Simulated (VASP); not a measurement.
SnTe: single point with LDA

Crystal: SnTe.

```
Sn Te
1.0
     0.00000    3.04574    3.26420
     3.04574    0.00000    3.26420
     3.04574    3.04574    0.00000
Sn Te
1 1
Direct
  0.00000 0.00000 0.00000
  0.50000 0.50000 0.50000
```

```yaml
Program: VASP 6.6.1
Task: single point
Functional: LDA
Potentials_or_basis: VASP PAW LDA potentials, release 64 (Sn_d, Te)
Cutoff: 520 eV
k_mesh: 10 × 10 × 10
Occupations: gaussian, width 0.03 eV
Spin: no spin polarisation
Dipole_correction: no
Further_INCAR_settings: ALGO = Normal; EDIFF = 1e-06; NBANDS = 17
```

```
Pressure               : 0.7 GPa
Band gap on the k mesh : zero (bands 10 and 11 overlap by 0.02 eV)
```

Stress tensor (GPa, compression positive):
```
 3.52  0.00  0.00
 0.00  3.52  0.00
 0.00  0.00 -4.99
```

Levels at points of the mesh, in eV from the Fermi level:
```
           k point  band 8  band 9  band 10  band 11  band 12  band 13
(0.00, 0.00, 0.00)   -2.49   -2.49    -1.76     2.28     3.92     3.92
(0.50, 0.00, 0.00)   -2.01   -1.77    -0.27     0.22     0.33     0.41
(0.50, 0.50, 0.00)   -5.74   -3.80    -3.80     2.16     5.22     5.22
(0.50, 0.00, 0.50)   -5.89   -4.37    -3.57     1.98     4.02     5.85
```

Run time: 3 min on 1 thread of Intel Xeon 8259CL (shared host), peak memory 0.24 GiB.

Caveat: the stress differs along the axes, from -5 to 4 GPa; semilocal functionals underestimate gaps, and a narrow one can read as zero; spin-orbit coupling is left out, which moves the levels of the heavy elements.
